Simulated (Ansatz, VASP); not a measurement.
**Hf2N: VASP beside Ansatz**

INCAR

```
SYSTEM = Hf2N
ALGO = Fast
EDIFF = 1E-7
ENCUT = 520
GGA = PS
ISIF = 2
ISMEAR = 0
LASPH = .True.
LCHARG = .False.
LREAL = .False.
LWAVE = .False.
NBANDS = 34
NELM = 80
PREC = Accurate
SIGMA = 0.15
```

File KPOINTS:

```
k-points
0
Gamma
  10 10 16
  0 0 0
```

POSCAR

```
Hf2N
1.0
    5.3680895700      0.0000000000      0.0000000000
    0.0000000000      5.3680895700      0.0000000000
    0.0000000000      0.0000000000      3.1407994627
Hf N
4 2
Direct
    0.2954633019      0.2954633019      0.0000000000
    0.7045366981      0.7045366981      0.0000000000
    0.7954633019      0.2045366981      0.5000000000
    0.2045366981      0.7954633019      0.5000000000
    0.0000000000      0.0000000000      0.0000000000
    0.5000000000      0.5000000000      0.5000000000
```

Input for Ansatz:

```yaml
crystal:
  lattice:
    - [5.36808957, 0.0, 0.0]
    - [0.0, 5.36808957, 0.0]
    - [0.0, 0.0, 3.1407994627]
  atoms:
    - { symbol: Hf, position: [0.2954633019, 0.2954633019, 0.0] }
    - { symbol: Hf, position: [0.7045366981, 0.7045366981, 0.0] }
    - { symbol: Hf, position: [0.7954633019, 0.2045366981, 0.5] }
    - { symbol: Hf, position: [0.2045366981, 0.7954633019, 0.5] }
    - { symbol: "N", position: [0.0, 0.0, 0.0] }
    - { symbol: "N", position: [0.5, 0.5, 0.5] }
basis:
  ecutwfc: 420
kpoints:
  mp_grid: { grid: [10, 10, 16] }
hamiltonian:
  xc: pbesol
scf:
  occupations: { method: gaussian, width: 0.15 }
output:
  forces: true
  stress: true
  eigenvalues: true
```

Alike in both runs: task single point; functional PBEsol; k mesh 10 × 10 × 16; occupations gaussian, width 0.15 eV; no spin polarisation.

```csv
,VASP,Ansatz
version,VASP 6.6.1,Ansatz 0.2.0
potentials or method,"VASP PAW PBE potentials, release 64 (Hf_pv, N), cutoff 520 eV","scalar-relativistic, plane waves, PAW"
valence electrons in the cell,50,114
```

Ansatz gave:

```
gap on the k mesh at the Fermi level (eV)                     : none
pressure (GPa)                                                : 0.5
traceless stress, the component that is largest in VASP (GPa) : 8.38
rms of the force components (eV/Å)                            : 0.024
```

Question: Estimate VASP's values.

Answer: gap on the k mesh at the Fermi level (eV): none; pressure (GPa): -0.5; traceless stress, the component that is largest in VASP (GPa): 8.26; rms of the force components (eV/Å): 0.029.

VASP's potentials were made for PBE, not for PBEsol. Atom by atom the forces differ by 0.005 eV/Å (rms over components). A gap of «none» marks a metal or a gap that the smearing closes. With one functional, cell and mesh, what is left measures potentials, basis and numerics. VASP's potentials hold 50 valence electrons a cell and Ansatz's 114, so a difference there can come from the potentials and not from the codes.

Spin-orbit coupling is off throughout.
